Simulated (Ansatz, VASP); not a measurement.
One calculation of WC, two programs

```
CELL_PARAMETERS angstrom
-2.89841 0.00000 0.00000
-1.44921 -2.51010 0.00000
0.00000 0.00000 8.98284
ATOMIC_POSITIONS crystal
W 0.00000 0.00000 0.86563
W 0.00000 0.00000 0.23607
W 0.00000 0.00000 0.55085
C 0.66667 0.66667 0.07868
C 0.66667 0.66667 0.39346
C 0.66667 0.66667 0.70824
```

Alike in both runs: task single point; functional PBEsol; k mesh 23 × 23 × 7; occupations gaussian, width 0.15 eV; no spin polarisation.

```csv
,VASP,Ansatz
version,VASP 6.6.1,Ansatz 0.2.0
potentials or method,"VASP PAW PBE potentials, release 64 (W_sv, C), cutoff 520 eV","scalar-relativistic, plane waves, PAW"
valence electrons in the cell,54,54
```

VASP gave:

| Item | Value |
| --- | --- |
| gap on the k mesh at the Fermi level (eV) | none |
| pressure (GPa) | -12.6 |
| traceless stress, the component that is largest in VASP (GPa) | -18.86 |
| rms of the force components (eV/Å) | 1.242 |

Which values does Ansatz return?

gap on the k mesh at the Fermi level (eV): none; pressure (GPa): -13.6; traceless stress, the component that is largest in VASP (GPa): -18.98; rms of the force components (eV/Å): 1.231.

VASP's potentials were made for PBE, not for PBEsol. Atom by atom the forces differ by 0.013 eV/Å (rms over components). A gap of «none» marks a metal or a gap that the smearing closes. With one functional, cell and mesh, what is left measures potentials, basis and numerics.

Neither program's run includes spin-orbit coupling.
